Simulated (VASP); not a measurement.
# Bi2Te2Se (R-3m) in VASP: single point with LDA

Aim: the single point of Bi2Te2Se with LDA.

Program: VASP 6.6.1. These are calculated values, not measurements. Logs are shortened: lines on timing, memory, paths and dates and some standing lists are left out, and cuts for length are marked.

### 1 The cell of the first run

It takes space group R-3m (No. 166, trigonal). The conventional cell has a = 4.322 Å, b = 4.322 Å, c = 31.757 Å, α = 90.00°, β = 90.00°, γ = 120.00°. Bi (site symmetry 3m) has 3 Te at 3.05 Å and 3 Se at 3.11 Å within 4.0 Å. Within 4.0 Å of Te (site symmetry 3m) lie 3 Bi at 3.05 Å. Se (site symmetry -3m) has 6 Bi at 3.11 Å within 4.1 Å.

### 2 Single point, LDA

INCAR

```
SYSTEM = Bi2Te2Se
ALGO = Normal
EDIFF = 1E-6
ENCUT = 520
GGA = CA
ISIF = 2
ISMEAR = 0
LASPH = .True.
LCHARG = .True.
LELF = .True.
LREAL = .False.
LVHAR = .True.
LWAVE = .False.
NBANDS = 32
NELM = 60
PREC = Accurate
SIGMA = 0.1
```

KPOINTS

```
k-points
0
Gamma
  6 6 6
  0 0 0
```

POSCAR

```
Bi2Te2Se
1.0
    2.1609687617      1.2476358963     10.5855712543
   -2.1609687617      1.2476358963     10.5855712543
    0.0000000000     -2.4952717926     10.5855712543
Bi Te Se
2 2 1
Direct
    0.6082787600      0.6082787600      0.6082787600
    0.3917212400      0.3917212400      0.3917212400
    0.2195951300      0.2195951300      0.2195951300
    0.7804048700      0.7804048700      0.7804048700
    0.0000000000      0.0000000000      0.0000000000
```

Potentials or basis: VASP PAW LDA potentials, release 64 (Bi_d, Te, Se).

Command:

```bash
$ cat potpaw_LDA.64/Bi_d/POTCAR potpaw_LDA.64/Te/POTCAR potpaw_LDA.64/Se/POTCAR > POTCAR
$ mpirun -np 1 vasp_std > vasp.out
```

OUTCAR:

```text
SYSTEM = Bi2Te2Se
   EDIFF = 1E-6
   ENCUT = 520
   GGA = CA
   ISIF = 2
   ISMEAR = 0
   LASPH = .True.
   LREAL = .False.
   NELM = 60
   PREC = Accurate

 ion  position               nearest neighbor table
   1  0.608  0.608  0.608-   3 3.05   3 3.05   3 3.05   5 3.11   5 3.11   5 3.11
   2  0.392  0.392  0.392-   4 3.05   4 3.05   4 3.05   5 3.11   5 3.11   5 3.11
   3  0.220  0.220  0.220-   1 3.05   1 3.05   1 3.05
   4  0.780  0.780  0.780-   2 3.05   2 3.05   2 3.05
   5  0.000  0.000  0.000-   1 3.11   1 3.11   2 3.11   2 3.11   1 3.11   2 3.11

  LATTYP: Found a trigonal (rhomboedric) cell.
 ALAT       =    10.8756930859
 COS(alpha) =     0.9210389187

  Lattice vectors:

 A1 = (   2.1609687617,   1.2476358963,  10.5855712543)
 A2 = (  -2.1609687617,   1.2476358963,  10.5855712543)
 A3 = (   0.0000000000,  -2.4952717926,  10.5855712543)

Analysis of symmetry for initial positions (statically):
=====================================================================
 Subroutine PRICEL returns:
 Original cell was already a primitive cell.

 Routine SETGRP: Setting up the symmetry group for a
 trigonal (rhombohedral) supercell.

 Subroutine GETGRP returns: Found 12 space group operations
 (whereof 12 operations were pure point group operations)
 out of a pool of 12 trial point group operations.

The static configuration has the point symmetry D_3d.

Analysis of symmetry for dynamics (positions and initial velocities):
=====================================================================
 Subroutine PRICEL returns:
 Original cell was already a primitive cell.

 Routine SETGRP: Setting up the symmetry group for a
 trigonal (rhombohedral) supercell.

 Subroutine GETGRP returns: Found 12 space group operations
 (whereof 12 operations were pure point group operations)
 out of a pool of 12 trial point group operations.

The dynamic configuration has the point symmetry D_3d.

 Subroutine INISYM returns: Found 12 space group operations
 (whereof 12 operations are pure point group operations),
 and found     1 'primitive' translations

----------------------------------------------------------------------------------------

                                     Primitive cell

  volume of cell :     171.2387

[... 88 lines left out ...]
   ISPIN  =      1    spin polarized calculation?
   LNONCOLLINEAR =      F non collinear calculations
   LSORBIT =      F    spin-orbit coupling
   LASPH  =      T    aspherical Exc in radial PAW
   ENCUT  =  520.0 eV  38.22 Ry    6.18 a.u.  20.22 20.22 20.22*2*pi/ulx,y,z
   NELM   =     60;   NELMIN=  2; NELMDL= -5     # of ELM steps
   EDIFF  = 0.1E-05   stopping-criterion for ELM
   LREAL  =      F    real-space projection
   EDIFFG = 0.1E-04   stopping-criterion for IOM
   NSW    =      0    number of steps for IOM
   IBRION =     -1    ionic relax: 0-MD 1-quasi-New 2-CG
   NFREE  =      0    steps in history (QN), initial steepest desc. (CG)
   ISIF   =      2    stress and relaxation
   ISYM   =      2    0-nonsym 1-usesym 2-fastsym
   POTIM  = 0.5000    time-step for ionic-motion
   TEBEG  =    0.0;   TEEND  =   0.0 temperature during run
   PSTRESS=    0.0 pullay stress
   NELECT =      48.0000    total number of electrons
   NUPDOWN=      -1.0000    fix difference up-down
   EMIN   =  10.00;   EMAX   =-10.00  energy-range for DOS
   EFERMI =   0.00;   METHOD = LEGACY
   ISMEAR =     0;   SIGMA  =   0.10  broadening in eV -4-tet -1-fermi 0-gaus
   EFERMI_NEDOS =   21; number of points for ismear=-14 and -15
   IALGO  =     38    algorithm
   IMIX   =      4    mixing-type and parameters
     AMIX     =   0.40;   BMIX     =  1.00
     AMIX_MAG =   1.60;   BMIX_MAG =  1.00
  volume/ion in A,a.u.               =      34.25       231.12
  Fermi-wavevector in a.u.,A,eV,Ry     =   1.071407  2.024666 15.618313  1.147914
  Thomas-Fermi vector in A             =   2.207147
   LORBIT       =      0    0 simple, 1 ext, 2 COOP (PROOUT), +10 PAW based schemes
   GGA     = CA    functional components
   LHFCALC =     F    Hartree Fock is set to
   AEXX    =    0.0000 exact exchange contribution
   IVDW    =     0    specifies the selected vdW correction
   LEPSILON=     F    determine dielectric tensor
   LRPA    =     F    only Hartree local field effects (RPA)
 non-spin polarized calculation
 Gauss-broadening in eV      SIGMA  =   0.10
  energy-cutoff  :      520.00
  volume of cell :      171.24
 maximum number of plane-waves:      4636
 NGX is ok and might be reduce to    84
   NGX = 41   NGY = 41   NGZ = 41

 number of electron      47.9999994 magnetization

 Free energy of the ion-electron system (eV)
  ---------------------------------------------------
  ext. energy  EPLUGINS =         0.00000000
  ---------------------------------------------------
  free energy    TOTEN  =       -22.15283900 eV

  energy without entropy =      -22.15281619  energy(sigma->0) =      -22.15282759

 E-fermi :   4.8013     XC(G=0):  -9.3013

 val. band max:        4.6219331406   @ k =   0.0000   0.0000   0.0000
 cond. band min:       4.9787864177   @ k =   0.0000   0.0000   0.0000
 fundamental gap:      0.3568532771
 Fermi energy:         4.8012753535

 k-point     1 :       0.0000    0.0000    0.0000
  band No.  band energies     occupation
      1     -18.1554      2.00000
      2     -18.1554      2.00000
      3     -18.1530      2.00000
      4     -18.1530      2.00000
      5     -18.1424      2.00000
      6     -18.1407      2.00000
[... 829 lines left out ...]
     31       9.1766      0.00000
     32      10.4974      0.00000

 [... further k-points ...]
[... 5 lines left out ...]
  --------------------------------------------------------------------------------------
  -------------------------------------------------------------------------------------
  Total       -2.6887362     -2.6887362     -2.8239432      0.0000000      0.0000000      0.0000000
  in kB      -25.1568856    -25.1568856    -26.4219364      0.0000000      0.0000000      0.0000000
  external PRESSURE =     -25.5785692 kB  Pullay stress =       0.0000000 kB

 VOLUME and BASIS-vectors are now :
 -----------------------------------------------------------------------------
  energy-cutoff  :      520.00
  volume of cell :      171.24
      direct lattice vectors                 reciprocal lattice vectors
     2.160968762  1.247635896 10.585571254     0.231377708  0.133585982  0.031489404
    -2.160968762  1.247635896 10.585571254    -0.231377708  0.133585982  0.031489404
     0.000000000 -2.495271793 10.585571254     0.000000000 -0.267171964  0.031489404

 POSITION                                       TOTAL-FORCE (eV/Angst)
 -----------------------------------------------------------------------------------
      0.00000      0.00000     19.31693         0.000000     -0.000000      0.043323
      0.00000      0.00000     12.43978         0.000000      0.000000     -0.043323
      0.00000      0.00000      6.97362         0.000000      0.000000      0.098380
      0.00000      0.00000     24.78309         0.000000     -0.000000     -0.098380
      0.00000      0.00000      0.00000         0.000000      0.000000      0.000000
 -----------------------------------------------------------------------------------
    total drift:                               -0.000000     -0.000000     -0.000000

  FREE ENERGIE OF THE ION-ELECTRON SYSTEM (eV)
  ---------------------------------------------------
  free  energy   TOTEN  =       -22.1528390005 eV

  energy  without entropy=      -22.1528161867  energy(sigma->0) =      -22.15282759
```

OSZICAR:

```text
N       E                     dE             d eps       ncg     rms          rms(c)
DAV:   1     0.439726694234E+03    0.43973E+03   -0.21987E+04  2048   0.147E+03
DAV:   2     0.269374969464E+02   -0.41279E+03   -0.39610E+03  2112   0.382E+02
DAV:   3    -0.204274746617E+02   -0.47365E+02   -0.45111E+02  2640   0.141E+02
DAV:   4    -0.225561329355E+02   -0.21287E+01   -0.21195E+01  2248   0.317E+01
DAV:   5    -0.226516563079E+02   -0.95523E-01   -0.95515E-01  2992   0.678E+00    0.629E+00
DAV:   6    -0.221590642676E+02    0.49259E+00   -0.62354E-01  2608   0.553E+00    0.455E+00
DAV:   7    -0.221585577615E+02    0.50651E-03   -0.29235E-01  2552   0.205E+00    0.150E+00
DAV:   8    -0.221529400528E+02    0.56177E-02   -0.18031E-02  2304   0.100E+00    0.481E-01
DAV:   9    -0.221528790183E+02    0.61035E-04   -0.56392E-03  2352   0.351E-01    0.739E-02
DAV:  10    -0.221528264980E+02    0.52520E-04   -0.29633E-04  2816   0.115E-01    0.468E-02
DAV:  11    -0.221528372712E+02   -0.10773E-04   -0.71358E-05  2328   0.391E-02    0.234E-02
DAV:  12    -0.221528389723E+02   -0.17011E-05   -0.94626E-06  2152   0.207E-02    0.515E-03
DAV:  13    -0.221528390005E+02   -0.28193E-07   -0.75688E-07  1280   0.578E-03
   1 F= -.22152839E+02 E0= -.22152828E+02  d E =-.228138E-04
```

Run time: 17 min. Hardware: 1 thread of AMD EPYC 9R45 (Zen 5), shared host; peak memory 0.79 GiB.

Results:

```yaml
Free_energy: -22.1528 eV
Pressure: -2.6 GPa
Largest_force: 0.098 eV/Å
Band_gap_on_the_k_mesh: 0.36 eV
```

Forces in eV/Å, atoms in the order of the input:
```
Bi   0.000  0.000  0.043
Bi   0.000  0.000 -0.043
Te   0.000  0.000  0.098
Te   0.000  0.000 -0.098
Se   0.000  0.000  0.000
```

Stress tensor (GPa, compression positive):
```
-2.52  0.00  0.00
 0.00 -2.52  0.00
 0.00  0.00 -2.64
```

Levels at points of the mesh, in eV from the valence-band top:
| k point | band 21 | band 22 | band 23 | band 24 | band 25 | band 26 | band 27 | band 28 |
| --- | --- | --- | --- | --- | --- | --- | --- | --- |
| (0.00, 0.00, 0.00) | -1.02 | -0.61 | -0.61 | 0.00 | 0.36 | 1.35 | 1.35 | 2.14 |
| (0.50, 0.00, 0.00) | -2.17 | -1.61 | -0.81 | -0.53 | 1.02 | 1.96 | 2.83 | 3.06 |
| (0.50, 0.50, 0.00) | -1.79 | -1.36 | -1.04 | -0.93 | 1.57 | 1.71 | 2.38 | 2.94 |
| (0.50, 0.50, 0.50) | -0.94 | -0.71 | -0.71 | -0.54 | 0.77 | 1.51 | 1.51 | 2.04 |

Caveat: spin-orbit coupling is left out, which moves the levels of the heavy elements. A k mesh can miss the band edges.
